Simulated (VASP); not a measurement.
# LiBe (Pm-3m) in VASP: single point with r2SCAN

Aim: the single point of LiBe with r2SCAN.

Everything below comes from runs of VASP 6.6.1. Logs are shortened: lines on timing, memory, paths and dates and some standing lists are left out, and cuts for length are marked.

## 1. The cell of the first run

The structure is cubic, space group Pm-3m (No. 221). Conventional cell: a = 2.811 Å, b = 2.811 Å, c = 2.811 Å, α = 90.00°, β = 90.00°, γ = 90.00°. Within 3.2 Å of Li (site symmetry m-3m) lie 8 Be at 2.43 Å and 6 Li at 2.81 Å. Within 3.2 Å of Be (site symmetry m-3m) lie 8 Li at 2.43 Å and 6 Be at 2.81 Å.

## 2. Single point, r2SCAN

POSCAR

```
LiBe
1.0
    2.8111530000      0.0000000000      0.0000000000
    0.0000000000      2.8111530000      0.0000000000
    0.0000000000      0.0000000000      2.8111530000
Li Be
1 1
Direct
    0.0000000000      0.0000000000      0.0000000000
    0.5000000000      0.5000000000      0.5000000000
```

INCAR.step1

```
ALGO = Normal ; EDIFF = 1E-5
ENCUT = 830 ; GGA = PE
GGA_COMPAT = False ; ISMEAR = 0
LASPH = True ; LCHARG = False
LREAL = False ; LWAVE = True
NBANDS = 10 ; NELM = 120
PREC = Accurate ; SIGMA = 0.1
```

INCAR.step2

```
ALGO = Normal ; EDIFF = 1E-6
ENCUT = 830 ; GGA_COMPAT = False
ISIF = 2 ; ISMEAR = 0
ISTART = 1 ; LASPH = True
LCHARG = False ; LMIXTAU = True
LREAL = False ; LWAVE = False
METAGGA = R2SCAN ; NBANDS = 10
NELM = 120 ; PREC = Accurate
SIGMA = 0.1
```

KPOINTS

```
k-points
0
Gamma
  6 6 6
```

Potentials or basis: VASP PAW PBE potentials, release 64 (Li_sv, Be).

Command:

```sh
cat potpaw_PBE.64/Li_sv/POTCAR potpaw_PBE.64/Be/POTCAR > POTCAR
cp INCAR.step1 INCAR
mpirun -np 1 vasp_std > vasp.out
cp INCAR.step2 INCAR
mpirun -np 1 vasp_std > vasp.out
```

OUTCAR:

```text
EDIFF = 1E-6
   ENCUT = 830
   ISIF = 2
   ISMEAR = 0
   ISTART = 1
   LASPH = True
   LREAL = False
   METAGGA = R2SCAN
   NELM = 120
   PREC = Accurate

 ion  position               nearest neighbor table
   1  0.000  0.000  0.000-   2 2.43   2 2.43   2 2.43   2 2.43   2 2.43   2 2.43   2 2.43   2 2.43

   2  0.500  0.500  0.500-   1 2.43   1 2.43   1 2.43   1 2.43   1 2.43   1 2.43   1 2.43   1 2.43

  LATTYP: Found a simple cubic cell.
 ALAT       =     2.8111530000

  Lattice vectors:

 A1 = (   2.8111530000,   0.0000000000,   0.0000000000)
 A2 = (   0.0000000000,   2.8111530000,   0.0000000000)
 A3 = (   0.0000000000,   0.0000000000,   2.8111530000)

Analysis of symmetry for initial positions (statically):
=====================================================================
 Subroutine PRICEL returns:
 Original cell was already a primitive cell.

 Routine SETGRP: Setting up the symmetry group for a
 simple cubic supercell.

 Subroutine GETGRP returns: Found 48 space group operations
 (whereof 48 operations were pure point group operations)
 out of a pool of 48 trial point group operations.

The static configuration has the point symmetry O_h .

Analysis of symmetry for dynamics (positions and initial velocities):
=====================================================================
 Subroutine PRICEL returns:
 Original cell was already a primitive cell.

 Routine SETGRP: Setting up the symmetry group for a
 simple cubic supercell.

 Subroutine GETGRP returns: Found 48 space group operations
 (whereof 48 operations were pure point group operations)
 out of a pool of 48 trial point group operations.

The dynamic configuration has the point symmetry O_h .

 Subroutine INISYM returns: Found 48 space group operations
 (whereof 48 operations are pure point group operations),
 and found     1 'primitive' translations

----------------------------------------------------------------------------------------

                                     Primitive cell

  volume of cell :      22.2154

  direct lattice vectors                    reciprocal lattice vectors
     2.811153000  0.000000000  0.000000000     0.355725925  0.000000000  0.000000000
     0.000000000  2.811153000  0.000000000     0.000000000  0.355725925  0.000000000
     0.000000000  0.000000000  2.811153000     0.000000000  0.000000000  0.355725925

  length of vectors
     2.811153000  2.811153000  2.811153000     0.355725925  0.355725925  0.355725925

  position of ions in fractional coordinates (direct lattice)
     0.000000000  0.000000000  0.000000000
     0.500000000  0.500000000  0.500000000

  ion indices of the primitive-cell ions
   primitive index   ion index
                 1           1
                 2           2

----------------------------------------------------------------------------------------

 KPOINTS: k-points

Automatic generation of k-mesh.
 Grid dimensions read from file:
 generate k-points for:    6    6    6

 Generating k-lattice:

  Cartesian coordinates                     Fractional coordinates (reciprocal lattice)
     0.059287654  0.000000000  0.000000000     0.166666667  0.000000000  0.000000000
     0.000000000  0.059287654  0.000000000     0.000000000  0.166666667  0.000000000
     0.000000000  0.000000000  0.059287654     0.000000000  0.000000000  0.166666667

  Length of vectors
     0.059287654  0.059287654  0.059287654

  Shift w.r.t. Gamma in fractional coordinates (k-lattice)
     0.000000000  0.000000000  0.000000000

 Subroutine IBZKPT returns following result:
 ===========================================

 Found     20 irreducible k-points:

 Following reciprocal coordinates:
            Coordinates               Weight
  0.000000  0.000000  0.000000      1.000000
  0.166667  0.000000  0.000000      6.000000
  0.333333  0.000000  0.000000      6.000000
  0.500000  0.000000  0.000000      3.000000
  0.166667  0.166667  0.000000     12.000000
  0.333333  0.166667  0.000000     24.000000
[... 12 lines left out ...]
  0.500000  0.500000  0.333333      6.000000
  0.500000  0.500000  0.500000      1.000000
   k-points           NKPTS =     20   k-points in BZ     NKDIM =     20   number of bands    NBANDS=     10
   number of dos      NEDOS =    301   number of ions     NIONS =      2
   total plane-waves  NPLWV =  21952
   dimension x,y,z NGX =    28 NGY =   28 NGZ =   28
   dimension x,y,z NGXF=    56 NGYF=   56 NGZF=   56
   ions per type =               1   1
   NGX,Y,Z   is equivalent  to a cutoff of  16.56, 16.56, 16.56 a.u.
   NGXF,Y,Z  is equivalent  to a cutoff of  33.12, 33.12, 33.12 a.u.
 SYSTEM =  unknown system
   PREC   = accura    normal or accurate (medium, high low for compatibility)
   ISTART =      1    job   : 0-new  1-cont  2-samecut
   ICHARG =      0    charge: 1-file 2-atom 10-const
   ISPIN  =      1    spin polarized calculation?
   LNONCOLLINEAR =      F non collinear calculations
   LSORBIT =      F    spin-orbit coupling
   LASPH  =      T    aspherical Exc in radial PAW
   ENCUT  =  830.0 eV  61.00 Ry    7.81 a.u.   6.60  6.60  6.60*2*pi/ulx,y,z
   NELM   =    120;   NELMIN=  2; NELMDL=  0     # of ELM steps
   EDIFF  = 0.1E-05   stopping-criterion for ELM
   LREAL  =      F    real-space projection
   EDIFFG = 0.1E-04   stopping-criterion for IOM
   NSW    =      0    number of steps for IOM
   IBRION =     -1    ionic relax: 0-MD 1-quasi-New 2-CG
   NFREE  =      0    steps in history (QN), initial steepest desc. (CG)
   ISIF   =      2    stress and relaxation
   ISYM   =      2    0-nonsym 1-usesym 2-fastsym
   POTIM  = 0.5000    time-step for ionic-motion
   TEBEG  =    0.0;   TEEND  =   0.0 temperature during run
   PSTRESS=    0.0 pullay stress
   NELECT =       5.0000    total number of electrons
   NUPDOWN=      -1.0000    fix difference up-down
   EMIN   =  10.00;   EMAX   =-10.00  energy-range for DOS
   EFERMI =   0.00;   METHOD = LEGACY
   ISMEAR =     0;   SIGMA  =   0.10  broadening in eV -4-tet -1-fermi 0-gaus
   EFERMI_NEDOS =   21; number of points for ismear=-14 and -15
   IALGO  =     38    algorithm
   IMIX   =      4    mixing-type and parameters
     AMIX     =   0.40;   BMIX     =  1.00
     AMIX_MAG =   1.60;   BMIX_MAG =  1.00
  volume/ion in A,a.u.               =      11.11        74.96
  Fermi-wavevector in a.u.,A,eV,Ry     =   0.995819  1.881825 13.492288  0.991655
  Thomas-Fermi vector in A             =   2.127865
   LORBIT       =      0    0 simple, 1 ext, 2 COOP (PROOUT), +10 PAW based schemes
   METAGGA = R2SCAN    functional components
   LHFCALC =     F    Hartree Fock is set to
   AEXX    =    0.0000 exact exchange contribution
   IVDW    =     0    specifies the selected vdW correction
   LEPSILON=     F    determine dielectric tensor
   LRPA    =     F    only Hartree local field effects (RPA)
 non-spin polarized calculation
 Gauss-broadening in eV      SIGMA  =   0.10
  energy-cutoff  :      830.00
  volume of cell :       22.22
 maximum number of plane-waves:      1228
 NGX is ok and might be reduce to    28
   NGX = 13   NGY = 13   NGZ = 13

 number of electron       5.0000002 magnetization

 Free energy of the ion-electron system (eV)
  ---------------------------------------------------
  ext. energy  EPLUGINS =         0.00000000
  ---------------------------------------------------
  free energy    TOTEN  =        -5.87682054 eV

  energy without entropy =       -5.86831716  energy(sigma->0) =       -5.87256885

 E-fermi :   3.0014     XC(G=0):  -9.7251

 val. band max:        2.9680082783   @ k =   0.3333   0.1667   0.0000
 cond. band min:       3.2895689858   @ k =   0.3333   0.1667   0.1667
 fundamental gap:      0.3215607074
 Fermi energy:         3.0013991761

 k-point     1 :       0.0000    0.0000    0.0000
  band No.  band energies     occupation
      1     -43.4247      2.00000
      2      -4.1047      2.00000
      3       9.7070      0.00000
      4       9.7070      0.00000
      5       9.7070      0.00000
      6      14.0808      0.00000
      7      14.0808      0.00000
      8      23.4334      0.00000
      9      24.7000      0.00000
     10      24.7000      0.00000

 k-point     2 :       0.1667    0.0000    0.0000
  band No.  band energies     occupation
      1     -43.4196      2.00000
      2      -3.7199      2.00000
      3       6.4914      0.00000
      4      10.1893      0.00000
      5      10.1893      0.00000
      6      14.6402      0.00000
      7      17.8756      0.00000
      8      22.6733      0.00000
      9      22.6733      0.00000
     10      23.5517      0.00000

 k-point     3 :       0.3333    0.0000    0.0000
  band No.  band energies     occupation
      1     -43.4094      2.00000
      2      -2.5761      2.00000
      3       2.7428      1.99975
      4      11.5253      0.00000
      5      11.5253      0.00000
      6      16.3062      0.00000
      7      19.0325      0.00000
      8      19.0325      0.00000
      9      20.5214      0.00000
     10      23.3071      0.00000

 k-point     4 :       0.5000    0.0000    0.0000
  band No.  band energies     occupation
      1     -43.4043      2.00000
      2      -1.2296      2.00000
      3       0.4982      2.00000
      4      12.7061      0.00000
      5      12.7061      0.00000
      6      16.9522      0.00000
      7      16.9522      0.00000
      8      18.5403      0.00000
      9      19.8457      0.00000
     10      20.5650      0.00000
[... 170 lines left out ...]
 k-point    18 :       0.5000    0.3333    0.3333
  band No.  band energies     occupation
      1     -43.3765      2.00000
      2       2.2727      2.00000
      3       2.9566      1.47396
      4       6.5646      0.00000
      5       9.3520      0.00000
      6      10.1820      0.00000
      7      12.2773      0.00000
      8      13.9023      0.00000
      9      20.7613      0.00000
     10      31.3700      0.00000

 k-point    19 :       0.5000    0.5000    0.3333
  band No.  band energies     occupation
      1     -43.3720      2.00000
      2       3.8451      0.00000
      3       3.8451      0.00000
      4       5.1100      0.00000
      5       8.5166      0.00000
      6      10.9945      0.00000
      7      10.9945      0.00000
      8      11.3339      0.00000
      9      20.6309      0.00000
     10      32.7960      0.00000

 k-point    20 :       0.5000    0.5000    0.5000
  band No.  band energies     occupation
      1     -43.3676      2.00000
      2       5.5203      0.00000
      3       5.5203      0.00000
      4       5.5203      0.00000
      5       8.2439      0.00000
      6       8.2439      0.00000
      7       8.2439      0.00000
      8      10.3339      0.00000
      9      20.5968      0.00000
     10      35.6998      0.00000

------------------------ aborting loop because EDIFF is reached ----------------------------------------

  FORCE on cell =-STRESS in cart. coord.  units (eV):
  Direction    XX          YY          ZZ          XY          YZ          ZX
  --------------------------------------------------------------------------------------
  -------------------------------------------------------------------------------------
  Total        0.2170823      0.2170823      0.2170823      0.0000000      0.0000000     -0.0000000
  in kB       15.6560235     15.6560235     15.6560235      0.0000000      0.0000000     -0.0000000
  external PRESSURE =      15.6560235 kB  Pullay stress =       0.0000000 kB

 VOLUME and BASIS-vectors are now :
 -----------------------------------------------------------------------------
  energy-cutoff  :      830.00
  volume of cell :       22.22
      direct lattice vectors                 reciprocal lattice vectors
     2.811153000  0.000000000  0.000000000     0.355725925  0.000000000  0.000000000
     0.000000000  2.811153000  0.000000000     0.000000000  0.355725925  0.000000000
     0.000000000  0.000000000  2.811153000     0.000000000  0.000000000  0.355725925

 POSITION                                       TOTAL-FORCE (eV/Angst)
 -----------------------------------------------------------------------------------
      0.00000      0.00000      0.00000         0.000000      0.000000      0.000000
      1.40558      1.40558      1.40558         0.000000      0.000000      0.000000
 -----------------------------------------------------------------------------------
    total drift:                               -0.000000     -0.000000     -0.000000

  FREE ENERGIE OF THE ION-ELECTRON SYSTEM (eV)
  ---------------------------------------------------
  free  energy   TOTEN  =        -5.8768205447 eV

  energy  without entropy=       -5.8683171621  energy(sigma->0) =       -5.87256885
```

Run time: 60 s. Hardware: 1 thread of Intel Xeon 8259CL, shared host; peak memory 0.16 GiB.

Results:

| Property | Result |
| --- | --- |
| Free energy | -5.8768 eV |
| Pressure | 1.6 GPa |

Levels at points of the mesh, in eV from the Fermi level:
```tsv
k point	band 1	band 2	band 3	band 4	band 5	band 6
(0.00, 0.00, 0.00)	-46.43	-7.11	6.71	6.71	6.71	11.08
(0.50, 0.00, 0.00)	-46.41	-4.23	-2.50	9.70	9.70	13.95
(0.50, 0.50, 0.00)	-46.39	-1.23	-1.23	1.28	6.41	11.70
(0.50, 0.50, 0.50)	-46.37	2.52	2.52	2.52	5.24	5.24
```

Caveat: the k points lie up to 0.37 Å⁻¹ apart; the PAW data sets were made with another functional, which shifts forces and pressure a little.
